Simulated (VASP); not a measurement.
Set up this calculation in VASP 6.6.1, as the native input.

```yaml
Task: electric field gradients
Functional: LDA
Potentials_or_basis: VASP PAW LDA potentials, release 64 (Li_sv, Pt)
Cutoff: 520 eV
k_mesh: 9 × 9 × 12
Occupations: fermi-dirac, width 0.03 eV
Spin: no spin polarisation
Dipole_correction: no
Further_INCAR_settings: ALGO = Normal; EDIFF = 1e-08; NBANDS = 15
```

The structure of Li2Pt lies in POSCAR:

```
Li2Pt
1.0
    4.1579041872      0.0000000000      0.0000000000
   -2.0789520936      3.6008506527      0.0000000000
    0.0000000000      0.0000000000      2.6431404015
Li Pt
2 1
Direct
    0.3333333333      0.6666666667      0.5000000000
    0.6666666667      0.3333333333      0.5000000000
    0.0000000000      0.0000000000      0.0000000000
```

This cell differs from its parent crystal: volume scaled by 0.98.

The input as run:

INCAR

```
SYSTEM = Li2Pt
ALGO = Normal
EDIFF = 1E-8
ENCUT = 520
ISIF = 2
ISMEAR = -1
LASPH = .TRUE.
LCHARG = .FALSE.
LEFG = .TRUE.
LREAL = .FALSE.
LWAVE = .FALSE.
NBANDS = 15
NELM = 60
PREC = Accurate
SIGMA = 0.03
```

KPOINTS

```
k-points
0
G
  9 9 12
  0 0 0
```

Potentials or basis: VASP PAW LDA potentials, release 64 (Li_sv, Pt).

Run with:

```bash
$ cat potpaw_LDA.64/Li_sv/POTCAR potpaw_LDA.64/Pt/POTCAR > POTCAR
$ mpirun -np 1 vasp_std > vasp.out
```

It gave:

- Band gap on the k mesh: zero (band 8 reaches 6.40 eV, above the bottom of band 9 at 4.57 eV)

Caveat: without QUAD_EFG the Cq values of the log hold for a quadrupole moment of 1 mb, not for the nuclei; spin-orbit coupling is left out, which moves the levels of the heavy elements.

It took 14 s on 1 thread of Intel(R) Xeon(R) 6975P-C (Granite Rapids) (shared host), peak memory 0.17 GiB.
